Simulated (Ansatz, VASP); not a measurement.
**One calculation of Li2Se, two programs**

Contents of INCAR:

```
  PREC = Accurate
  ENCUT = 750
  EDIFF = 1E-6
  ISMEAR = -1
  SIGMA = 0.03
  LREAL = False
  LASPH = True
  NELM = 120
  ALGO = Normal
  ISIF = 2
  LWAVE = False
  LCHARG = True
  GGA = CA
  LELF = True
  LVHAR = True
  NBANDS = 13
  GGA_COMPAT = False
```

KPOINTS

```
regular mesh
0
Gamma
  9 9 9
```

The input POSCAR:

```
Li2Se
1.0
    0.0000000000      3.0124751563      3.0124751563
    3.0124751563      0.0000000000      3.0124751563
    3.0124751563      3.0124751563      0.0000000000
Li Se
2 1
Direct
    0.2500000000      0.2500000000      0.2500000000
    0.7500000000      0.7500000000      0.7500000000
    0.0000000000      0.0000000000      0.0000000000
```

Input for Ansatz:

```yaml
crystal:
  lattice:
    - [0.0, 3.0124751563, 3.0124751563]
    - [3.0124751563, 0.0, 3.0124751563]
    - [3.0124751563, 3.0124751563, 0.0]
  atoms:
    - { symbol: Li, position: [0.25, 0.25, 0.25] }
    - { symbol: Li, position: [0.75, 0.75, 0.75] }
    - { symbol: Se, position: [0.0, 0.0, 0.0] }
kpoints:
  mp_grid: { grid: [9, 9, 9] }
  band_path:
    path:
      - [0.0, 0.0, 0.0]
      - [0.5, 0.0, 0.5]
      - [0.625, 0.25, 0.625]
      - [0.375, 0.375, 0.75]
      - [0.0, 0.0, 0.0]
      - [0.5, 0.5, 0.5]
      - [0.5, 0.25, 0.75]
      - [0.5, 0.0, 0.5]
    npoints: 5
scf:
  occupations: { method: fermi_dirac, width: 0.03 }
hamiltonian:
  xc: lda
  pseudopotentials: { kind: all_electron, lapw: { basis_error: 0.001 } }
output:
  forces: true
  stress: true
  eigenvalues: true
```

Change from the starting cell: volume scaled by 1.01.

Alike in both runs: task single point; functional LDA; k mesh 9 × 9 × 9; occupations fermi-dirac, width 0.03 eV; no spin polarisation.

|  | VASP | Ansatz |
| --- | --- | --- |
| version | VASP 6.6.1 | Ansatz 0.2.0 |
| potentials or method | VASP PAW LDA potentials, release 64 (Li_sv, Se), cutoff 750 eV | all-electron LAPW, scalar-relativistic |

```tsv
	VASP	Ansatz	Ansatz less VASP
gap on the k mesh at the Fermi level (eV)	2.90	2.90	+0.004
pressure (GPa)	-2.9	-2.9	+0.03
```

LDA's correlation is that of Perdew and Zunger in VASP and of Perdew and Wang (1992) in Ansatz. Ansatz ran all-electron here, and VASP with PAW potentials.
